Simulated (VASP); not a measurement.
# Sb (P1) in VASP: a series of runs

Runs on Sb. Level: PBEsol. Tasks: single point.

Program: VASP 6.6.1. These are calculated values, not measurements. Logs are shortened: lines on timing, memory, paths and dates and some standing lists are left out, and cuts for length are marked.

### Step 1. The cell of the first run

The typed cell holds 16 atoms: a = 8.997 Å, b = 8.997 Å, c = 8.997 Å, α = 60.00°, β = 60.00°, γ = 60.00°.

### Step 2. Single point, PBEsol

INCAR

```
SYSTEM = Sb
  PREC = Accurate
  ENCUT = 520
  EDIFF = 1E-7
  ISMEAR = -1
  SIGMA = 0.0689
  LREAL = Auto
  LASPH = .TRUE.
  NELM = 60
  ALGO = Normal
  ISIF = 2
  LWAVE = .FALSE.
  LCHARG = .TRUE.
  GGA = PS
  LELF = .TRUE.
  LVHAR = .TRUE.
  NBANDS = 54
```

KPOINTS

```
Automatic mesh
0
Gamma
  2 2 2
  0.5 0.5 0.5
```

POSCAR

```
Sb
1.0
   -6.3618555244      6.3618555244      0.0000000000
   -6.3618555244      0.0000000000      6.3618555244
    0.0000000000      6.3618555244      6.3618555244
Sb
16
Direct
    0.7317972692      0.7229732713      0.2572926238
    0.7572875526      0.7250431863      0.7482637702
    0.4901955079      0.4756220867      0.0326969072
    0.2495608386      0.7607594956      0.2185955017
    0.7880571919      0.2472286574      0.2202311880
    0.4824785769      0.5428094031      0.5046034113
    0.2557898389      0.7307269054      0.7412052949
    0.7584205554      0.2530613897      0.7082950851
    0.0178873914      0.4997453947     -0.0126797912
    0.4874794764      0.0110912610      0.0073500569
    0.2644849437      0.2201805738      0.2738685268
   -0.0228933995      0.5199068868      0.5079888230
    0.5116401948     -0.0016929023      0.5211410393
    0.2352965254      0.2464633933      0.7616003667
    0.0092923361      0.0525768777     -0.0119528807
   -0.0167749015     -0.0064958250      0.5215001327
```

Potentials or basis: VASP PAW PBE potentials, release 64 (Sb).

Run with:

```sh
$ cat potpaw_PBE.64/Sb/POTCAR > POTCAR
$ mpirun -np 1 vasp_std > vasp.out
```

OUTCAR:

```text
SYSTEM = Sb
   PREC = Accurate
   ENCUT = 520
   EDIFF = 1E-7
   ISMEAR = -1
   LREAL = Auto
   LASPH = .TRUE.
   NELM = 60
   ISIF = 2
   GGA = PS

 ion  position               nearest neighbor table
   1  0.732  0.723  0.257-   6 2.77   9 3.16  10 3.17  12 3.18  13 3.46
   2  0.757  0.725  0.748-  12 2.84  13 3.03  16 3.16   9 3.19   3 3.30  10 3.47
   3  0.490  0.476  0.033-   4 3.03  11 3.06   5 3.13   2 3.30   7 3.36   8 3.51
   4  0.250  0.761  0.219-   3 3.03  15 3.04  10 3.12  12 3.28   6 3.33  16 3.42
   5  0.788  0.247  0.220-  15 2.72   9 3.07   3 3.13  16 3.19  13 3.36   6 3.69
   6  0.482  0.543  0.505-   7 2.71   1 2.77   8 3.10   4 3.33  14 3.47   5 3.69
   7  0.256  0.731  0.741-   6 2.71   9 2.98  16 3.14  13 3.35   3 3.36  15 3.65
   8  0.758  0.253  0.708-  16 2.86   6 3.10  12 3.12  10 3.29  15 3.43   3 3.51
   9  0.018  0.500  0.987-   7 2.98  14 3.06   5 3.07   1 3.16   2 3.19  11 3.40
  10  0.487  0.011  0.007-  11 3.04   4 3.12   1 3.17  14 3.17   8 3.29   2 3.47
  11  0.264  0.220  0.274-  10 3.04   3 3.06  13 3.15  16 3.24   9 3.40  12 3.41
  12  0.977  0.520  0.508-   2 2.84   8 3.12   1 3.18  14 3.26   4 3.28  11 3.41
  13  0.512  0.998  0.521-   2 3.03  14 3.12  11 3.15   7 3.35   5 3.36   1 3.46
  14  0.235  0.246  0.762-  15 2.68   9 3.06  13 3.12  10 3.17  12 3.26   6 3.47
  15  0.009  0.053  0.988-  14 2.68   5 2.72   4 3.04   8 3.43   7 3.65
  16  0.983  0.994  0.522-   8 2.86   7 3.14   2 3.16   5 3.19  11 3.24   4 3.42

  LATTYP: Found a face centered cubic cell.
 ALAT       =    12.7237110488

  Lattice vectors:

 A1 = (  -6.3618555244,   6.3618555244,   0.0000000000)
 A2 = (  -6.3618555244,   0.0000000000,   6.3618555244)
 A3 = (   0.0000000000,   6.3618555244,   6.3618555244)

Analysis of symmetry for initial positions (statically):
=====================================================================
 Subroutine PRICEL returns:
 Original cell was already a primitive cell.

 Routine SETGRP: Setting up the symmetry group for a
 face centered cubic supercell.

 Subroutine GETGRP returns: Found  1 space group operations
 (whereof  1 operations were pure point group operations)
 out of a pool of 48 trial point group operations.

The static configuration has the point symmetry C_1 .

Analysis of symmetry for dynamics (positions and initial velocities):
=====================================================================
 Subroutine PRICEL returns:
 Original cell was already a primitive cell.

 Routine SETGRP: Setting up the symmetry group for a
 face centered cubic supercell.

 Subroutine GETGRP returns: Found  1 space group operations
 (whereof  1 operations were pure point group operations)
 out of a pool of 48 trial point group operations.
[... 129 lines left out ...]
   TEBEG  =    0.0;   TEEND  =   0.0 temperature during run
   PSTRESS=    0.0 pullay stress
   NELECT =      80.0000    total number of electrons
   NUPDOWN=      -1.0000    fix difference up-down
   EMIN   =  10.00;   EMAX   =-10.00  energy-range for DOS
   EFERMI =   0.00;   METHOD = LEGACY
   ISMEAR =    -1;   SIGMA  =   0.07  broadening in eV -4-tet -1-fermi 0-gaus
   EFERMI_NEDOS =   21; number of points for ismear=-14 and -15
   IALGO  =     38    algorithm
   IMIX   =      4    mixing-type and parameters
     AMIX     =   0.40;   BMIX     =  1.00
     AMIX_MAG =   1.60;   BMIX_MAG =  1.00
  volume/ion in A,a.u.               =      32.19       217.20
  Fermi-wavevector in a.u.,A,eV,Ry     =   0.880057  1.663067 10.537728  0.774501
  Thomas-Fermi vector in A             =   2.000366
   LORBIT       =      0    0 simple, 1 ext, 2 COOP (PROOUT), +10 PAW based schemes
   GGA     = PS    functional components
   LHFCALC =     F    Hartree Fock is set to
   AEXX    =    0.0000 exact exchange contribution
   IVDW    =     0    specifies the selected vdW correction
   LEPSILON=     F    determine dielectric tensor
   LRPA    =     F    only Hartree local field effects (RPA)
 non-spin polarized calculation
  energy-cutoff  :      520.00
  volume of cell :      514.97
 maximum number of plane-waves:     13857
 NGX is ok and might be reduce to    70
   NGX = 33   NGY = 33   NGZ = 33

 number of electron      79.9999999 magnetization

 Free energy of the ion-electron system (eV)
  ---------------------------------------------------
  ext. energy  EPLUGINS =         0.00000000
  ---------------------------------------------------
  free energy    TOTEN  =       -70.96726850 eV

  energy without entropy =      -70.90076437  energy(sigma->0) =      -70.93401643

 E-fermi :   6.1790     XC(G=0):  -9.3935

 val. band max:        6.1596249591   @ k =  -0.2500   0.2500   0.2500
 cond. band min:       6.1896110152   @ k =  -0.2500   0.5000   0.5000
 fundamental gap:      0.0299860561
 Fermi energy:         6.1790147096

 k-point     1 :       0.2500    0.2500    0.2500
  band No.  band energies     occupation
      1      -5.9092      2.00000
      2      -4.9772      2.00000
      3      -4.2552      2.00000
      4      -4.0389      2.00000
      5      -3.9411      2.00000
      6      -3.8029      2.00000
[... 869 lines left out ...]
     51       8.5982      0.00000
     52       8.8369      0.00000
 [bands above 52 left out]

------------------------ aborting loop because EDIFF is reached ----------------------------------------

  FORCE on cell =-STRESS in cart. coord.  units (eV):
  Direction    XX          YY          ZZ          XY          YZ          ZX
  --------------------------------------------------------------------------------------
  -------------------------------------------------------------------------------------
  Total       -5.7537502    -12.6152492     -5.1508514     -0.1647126      0.8120969     -0.5862270
  in kB      -17.9011192    -39.2486763    -16.0253751     -0.5124555      2.5266031     -1.8238746
  external PRESSURE =     -24.3917235 kB  Pullay stress =       0.0000000 kB

 VOLUME and BASIS-vectors are now :
 -----------------------------------------------------------------------------
  energy-cutoff  :      520.00
  volume of cell :      514.97
      direct lattice vectors                 reciprocal lattice vectors
    -6.361855524  6.361855524  0.000000000    -0.078593423  0.078593423 -0.078593423
    -6.361855524  0.000000000  6.361855524    -0.078593423 -0.078593423  0.078593423
     0.000000000  6.361855524  6.361855524     0.078593423  0.078593423  0.078593423

 POSITION                                       TOTAL-FORCE (eV/Angst)
 -----------------------------------------------------------------------------------
     -9.25504      6.29245      6.23631        -1.169402     -0.064092     -0.206545
     -9.43037      9.57810      9.37297         0.108338      0.192577      0.210064
     -6.14439      3.32657      3.23385        -0.412717     -0.230582      0.443184
     -6.42751      2.97834      6.23051         0.226356      0.304653     -0.394247
     -6.58634      6.41458      2.97391         0.682988     -0.111679      1.039619
     -6.52273      6.27967      6.66349         0.807762     -0.061980     -1.259456
[... 8 lines left out ...]
     -0.39360      6.34493      6.62030         1.831365     -0.174667     -1.057077
    -12.57567      9.57284      9.63824        -0.206943      0.101036     -0.132826
 -----------------------------------------------------------------------------------
    total drift:                               -0.009267     -0.010944     -0.003761

  FREE ENERGIE OF THE ION-ELECTRON SYSTEM (eV)
  ---------------------------------------------------
  free  energy   TOTEN  =       -70.9672685030 eV

  energy  without entropy=      -70.9007643654  energy(sigma->0) =      -70.93401643
```

It took 10 min on 1 thread of Intel Xeon Platinum 8488C (Sapphire Rapids), shared host; peak memory 0.79 GiB.

What came out:

```yaml
Free_energy: -70.9673 eV
Pressure: -2.4 GPa
Largest_force: 2.122 eV/Å
```

Forces in eV/Å, atoms in the order of the input:
```
Sb  -1.169 -0.064 -0.207
Sb   0.108  0.193  0.210
Sb  -0.413 -0.231  0.443
Sb   0.226  0.305 -0.394
Sb   0.683 -0.112  1.040
Sb   0.808 -0.062 -1.259
Sb  -0.507  0.185  1.126
Sb   0.290  0.166  0.441
Sb   0.262  0.279  1.001
Sb  -0.105  0.274  0.606
Sb   0.065 -0.401 -0.742
Sb  -0.207  0.111 -0.270
Sb  -0.083 -0.472  0.158
Sb  -1.583 -0.097 -0.962
Sb   1.831 -0.175 -1.057
Sb  -0.207  0.101 -0.133
```

Stress tensor (GPa, compression positive):
```
-1.79 -0.05 -0.18
-0.05 -3.92  0.25
-0.18  0.25 -1.60
```

Caveat: the atoms stand as in a frame of molecular dynamics; the PAW data sets were made with another functional, which shifts forces and pressure a little; spin-orbit coupling is left out, which moves the levels of the heavy elements.

### Step 3. Single point, PBEsol

INCAR

```
SYSTEM = Sb
ALGO = Normal ; EDIFF = 1E-7
ENCUT = 520 ; GGA = PS
ISIF = 2 ; ISMEAR = -1
LASPH = .True. ; LCHARG = .True.
LELF = .True. ; LREAL = Auto
LVHAR = .True. ; LWAVE = .False.
NBANDS = 54 ; NELM = 80
PREC = Accurate ; SIGMA = 0.0689
```

KPOINTS is that of step 2.

POSCAR

```
Sb
1.0
   -6.3618555244      6.3618555244      0.0000000000
   -6.3618555244      0.0000000000      6.3618555244
    0.0000000000      6.3618555244      6.3618555244
Sb
16
Direct
    0.7419550761      0.7230653042      0.2258690086
    0.7513166531      0.6992496109      0.7654615829
    0.4819020942      0.4769783734      0.0581772878
    0.2503340407      0.7520250942      0.1919856550
    0.7768045000      0.2493014803      0.2299461210
    0.4778444729      0.5375006532      0.5012146987
    0.2503247667      0.7457718871      0.7460683415
    0.7424921050      0.2588280249      0.6907482390
    0.0147749347      0.5111026158      0.0190966298
    0.4830355685      0.0285203742      0.0263229021
    0.2746107631      0.1851367098      0.2762223998
   -0.0190738377      0.5333871521      0.5019919091
    0.5166793693      0.0165856486      0.5297194328
    0.2647892574      0.2552175216      0.7134627598
    0.0054292336      0.0432747960     -0.0141100344
   -0.0132190993     -0.0159450336      0.5378231220
```

Potentials or basis: VASP PAW PBE potentials, release 64 (Sb).

Run with:

```sh
$ cat potpaw_PBE.64/Sb/POTCAR > POTCAR
$ mpirun -np 1 vasp_std > vasp.out
```

Run time: 11 min. Hardware: 1 thread of Intel Xeon Platinum 8488C (Sapphire Rapids), shared host; peak memory 0.79 GiB.

Results (log left out):

- Free energy: -70.8999 eV
- Pressure: -1.4 GPa
- Largest force: 2.235 eV/Å
- Band gap on the k mesh: zero (bands 40 and 41 overlap by 0.14 eV)

Forces in eV/Å, atoms in the order of the input:
```
Sb  -0.700  0.196  1.224
Sb  -0.274  0.119  0.677
Sb  -0.241 -0.160 -1.491
Sb  -0.036  0.399  1.709
Sb   0.335  0.135  0.122
Sb   0.288 -0.219 -0.299
Sb  -0.243  0.111  0.125
Sb  -0.040  0.749  0.894
Sb   0.292  0.060 -1.003
Sb  -0.206 -0.416 -2.186
Sb   0.067 -0.165  1.991
Sb   0.077  0.110 -0.782
Sb   0.124 -0.134 -1.213
Sb   0.305 -0.232  1.096
Sb   0.249 -0.411 -0.300
Sb   0.003 -0.142 -0.566
```

Stress tensor (GPa, compression positive):
```
-3.52 -0.17 -0.44
-0.17 -3.37  0.55
-0.44  0.55  2.71
```

Levels at points of the mesh, in eV from the Fermi level:
```csv
k point,band 37,band 38,band 39,band 40,band 41,band 42,band 43,band 44
"(0.25, 0.25, 0.25)",-1.14,-1.04,-0.95,-0.90,0.05,0.68,0.82,0.99
```

Caveat: the k points lie up to 0.43 Å⁻¹ apart; the atoms stand as in a frame of molecular dynamics; the PAW data sets were made with another functional, which shifts forces and pressure a little; spin-orbit coupling is left out, which moves the levels of the heavy elements.

[end of part 1 of 2]

The gap in the log of VASP goes by the Fermi energy; the results here count the filled bands.